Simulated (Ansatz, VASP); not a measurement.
Y: VASP beside Ansatz

The input INCAR:

```
ALGO     = Normal         # electronic algorithm
EDIFF    = 1E-7           # SCF threshold, eV
ENCUT    = 520            # plane-wave cutoff, eV
ISIF     = 2              # what is computed and relaxed
ISMEAR   = 0              # smearing method
LASPH    = T              # aspherical terms in the spheres
LCHARG   = F              # write CHGCAR
LREAL    = F              # projectors in reciprocal space
LWAVE    = F              # write WAVECAR
NBANDS   = 18             # bands
NELM     = 100            # most SCF steps
PREC     = Accurate       # precision mode
SIGMA    = 0.1            # smearing width, eV
```

File KPOINTS:

```
k-points
0
Gamma
  6 6 4
```

The input POSCAR:

```
Y
1.0
    3.6514992371      0.0000000000      0.0000000000
   -1.8257496185      3.1622911012      0.0000000000
    0.0000000000      0.0000000000      5.7474000000
Y
2
Direct
    0.3333333333      0.6666666667      0.2500000000
    0.6666666667      0.3333333333      0.7500000000
```

Input for Ansatz:

```yaml
crystal:
  lattice:
    - [3.6514992371, 0.0, 0.0]
    - [-1.8257496185, 3.1622911012, 0.0]
    - [0.0, 0.0, 5.7474]
  atoms:
    - { symbol: "Y", position: [0.3333333333, 0.6666666667, 0.25] }
    - { symbol: "Y", position: [0.6666666667, 0.3333333333, 0.75] }
basis:
  ecutwfc: 420
kpoints:
  mp_grid: { grid: [6, 6, 4] }
hamiltonian:
  xc: lda
scf:
  occupations: { method: gaussian, width: 0.1 }
output:
  forces: true
  stress: true
  eigenvalues: true
```

Alike in both runs: task single point; functional LDA; k mesh 6 × 6 × 4; occupations gaussian, width 0.1 eV; no spin polarisation.

|  | VASP | Ansatz |
| --- | --- | --- |
| version | VASP 6.6.1 | Ansatz 0.2.0 |
| potentials or method | VASP PAW LDA potentials, release 64 (Y_sv), cutoff 520 eV | scalar-relativistic, plane waves, PAW |
| valence electrons in the cell | 22 | 22 |

|  | VASP | Ansatz | Ansatz less VASP |
| --- | --- | --- | --- |
| gap on the k mesh at the Fermi level (eV) | none | none | - |
| pressure (GPa) | -4.0 | -3.9 | +0.09 |
| traceless stress, the component that is largest in VASP (GPa) | -0.76 | -0.77 | -0.014 |

LDA's correlation is that of Perdew and Zunger in VASP and of Perdew and Wang (1992) in Ansatz. A gap of «none» marks a metal or a gap that the smearing closes.
